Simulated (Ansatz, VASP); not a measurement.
## Two plane-wave programs on AlIn3Sb2

```
Al In Sb
1.0
     5.74745    0.00000    0.00000
     0.00000    5.74745    0.00000
     0.00000    0.00000    6.04703
Al In Sb
1 3 2
Direct
  0.50000 0.50000 0.00000
  0.50000 0.00000 0.50000
  0.00000 0.50000 0.50000
  0.50000 0.50000 0.50000
  0.50000 0.00000 0.00000
  0.00000 0.50000 0.00000
```

Alike in both runs: functional PBE; k mesh 4 × 4 × 4; occupations gaussian, width 0.1 eV; no spin polarisation.

Ansatz relaxed the structure, and its values are those at the end. VASP's run is a single point on that final structure, the one shown.

```csv
,VASP,Ansatz
version,VASP 6.6.1,Ansatz 0.2.0
potentials or method,"VASP PAW PBE potentials, release 64 (Al, In_d, Sb), cutoff 520 eV","scalar-relativistic, plane waves, PAW"
valence electrons in the cell,52,72
```

```tsv
	VASP	Ansatz	Ansatz less VASP
gap on the k mesh at the Fermi level (eV)	none	none	-
pressure (GPa)	-0.1	0.0	+0.01
```

A gap of «none» marks a metal or a gap that the smearing closes. The functional is the same, so the differences come from potentials, cutoffs and numerics. VASP's potentials hold 52 valence electrons a cell and Ansatz's 72, so a difference there can come from the potentials and not from the codes.

Spin-orbit coupling is off throughout.
